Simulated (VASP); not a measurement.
BaHfO3: relaxation of cell and atoms with PBE

Crystal: BaHfO3.

```
CELL_PARAMETERS angstrom
4.38798 0.00000 0.00000
-2.19399 3.80010 0.00000
0.00000 0.00000 5.95343
ATOMIC_POSITIONS crystal
Ba 0.00000 0.00000 0.50000
Hf 0.00000 0.00000 0.00000
O 0.50000 0.00000 0.00000
O 0.00000 0.50000 0.00000
O 0.50000 0.50000 0.00000
```

| Quantity | Value |
| --- | --- |
| Program | VASP 6.6.1 |
| Task | relaxation of cell and atoms |
| Functional | PBE |
| Potentials or basis | VASP PAW PBE potentials, release 64 (Ba_sv, Hf_pv, O) |
| Cutoff | 600 eV |
| k mesh | 6 × 6 × 4 |
| Occupations | gaussian, width 0.1 eV |
| Spin | no spin polarisation |
| Dipole correction | no |
| Further INCAR settings | ALGO = Normal; EDIFF = 1e-06; IBRION = 2; EDIFFG = -0.04; NSW = 90; ISIF = 3 |

```yaml
Relaxed_volume: 22.16 Å³/atom
Relaxed_cell: a = 4.309 Å, b = 4.309 Å, c = 6.890 Å, α = 90.00°, β = 90.00°, γ = 120.00°
Space_group_after_relaxing_to_0.05_Å: P6/mmm (No. 191)
Energy_gained_by_relaxing: 122.3 meV/atom
Ionic_steps: 8
Pressure_after_relaxing: 0.0 GPa
Band_gap_on_the_k_mesh: zero (band 19 reaches 2.80 eV, above the bottom of band 20 at 2.23 eV)
```

Stress tensor (GPa, compression positive):
```
-0.04  0.00  0.00
 0.00 -0.04  0.00
 0.00  0.00  0.20
```

The path:
| step | energy change (eV) | largest force (eV/Å) | pressure (GPa) | volume (Å³) |
| --- | --- | --- | --- | --- |
| 1 | 0.0000 | 0.0000 | 2.50 | 99.27 |
| 2 | -0.5086 | 0.0000 | 2.59 | 103.43 |
| 3 | -0.5322 | 0.0000 | 4.39 | 106.28 |
| 4 | -0.5556 | 0.0000 | 3.76 | 105.46 |
| 5 | -0.5687 | 0.0000 | -2.89 | 115.50 |
| 6 | -0.6107 | 0.0000 | -0.06 | 110.66 |
| 7 | -0.6107 | 0.0000 | -0.01 | 110.56 |
| 8 | -0.6114 | 0.0000 | 0.04 | 110.79 |

Final structure:
```xyz
5
Lattice="4.3088 0.0000 0.0000 -2.1544 3.7315 0.0000 0.0000 0.0000 6.8904" Properties=species:S:1:pos:R:3 pbc="T T T"
Ba    2.1544    3.7315    3.4452
Hf    2.1544    3.7315    0.0000
O     2.1544    0.0000    6.8904
O    -1.0772    1.8657    0.0000
O     1.0772    1.8657    0.0000
```

Levels at points of the mesh, in eV from the Fermi level:
| k point | band 16 | band 17 | band 18 | band 19 | band 20 | band 21 | band 22 | band 23 |
| --- | --- | --- | --- | --- | --- | --- | --- | --- |
| (0.00, 0.00, 0.00) | -1.88 | -1.88 | -0.92 | -0.76 | 1.14 | 1.14 | 1.60 | 1.60 |
| (0.50, 0.00, 0.00) | -2.91 | -2.44 | -2.26 | -0.88 | -0.22 | 0.69 | 1.44 | 2.27 |
| (0.00, 0.00, 0.50) | -1.89 | -1.23 | -0.92 | 0.30 | 1.14 | 1.14 | 1.82 | 1.92 |
| (0.50, 0.00, 0.50) | -2.92 | -2.38 | -2.26 | -0.17 | 0.69 | 0.82 | 1.01 | 1.90 |

Wall time 3.5 min on 1 thread of Intel(R) Xeon(R) 6975P-C (Granite Rapids) (shared host), peak memory 0.29 GiB.

Caveat: spin-orbit coupling is left out, which moves the levels of the heavy elements.
